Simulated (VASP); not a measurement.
Here is a VASP 6.6.1 calculation.

Contents of POSCAR:

```
Ru
1.0
    2.7059477279      0.0000000000      0.0000000000
   -1.3529738639      2.3434194737      0.0000000000
    0.0000000000      0.0000000000      4.2579056513
Ru
2
Direct
    0.3333333333      0.6666666667      0.2500000000
    0.6666666667      0.3333333333      0.7500000000
```

Contents of INCAR.step1:

```
SYSTEM = Ru
PREC = Accurate
ENCUT = 520
ISMEAR = -1
SIGMA = 0.1
LREAL = .False.
LASPH = .True.
NELM = 60
NBANDS = 21
GGA = PE
ALGO = Normal
EDIFF = 1E-4
LWAVE = .True.
LCHARG = .False.
```

Contents of INCAR.step2:

```
SYSTEM = Ru
PREC = Accurate
ENCUT = 520
EDIFF = 1E-7
ISMEAR = -1
SIGMA = 0.1
LREAL = .False.
LASPH = .True.
NELM = 60
ALGO = Normal
ISIF = 2
LWAVE = .False.
LCHARG = .False.
METAGGA = R2SCAN
LMIXTAU = .True.
NBANDS = 21
ISTART = 1
```

File KPOINTS:

```
regular mesh
0
Gamma
  13 13 8
  0 0 0
```

Potentials or basis: VASP PAW PBE potentials, release 64 (Ru_pv).

The run is started by

```bash
$ cat potpaw_PBE.64/Ru_pv/POTCAR > POTCAR
$ cp INCAR.step1 INCAR
$ mpirun -np 1 vasp_std > vasp.out
$ cp INCAR.step2 INCAR
$ mpirun -np 1 vasp_std > vasp.out
```

Q: Estimate the pressure.

A: 1.5 GPa.

Q: Predict the band gap on the k mesh.

A: Zero (band 14 reaches 14.43 eV, above the bottom of band 15 at 11.17 eV).

Stress tensor (GPa, compression positive):
```
1.49 0.00 0.00
0.00 1.49 0.00
0.00 0.00 1.65
```

Caveat: the PAW data sets were made with another functional, which shifts forces and pressure a little.
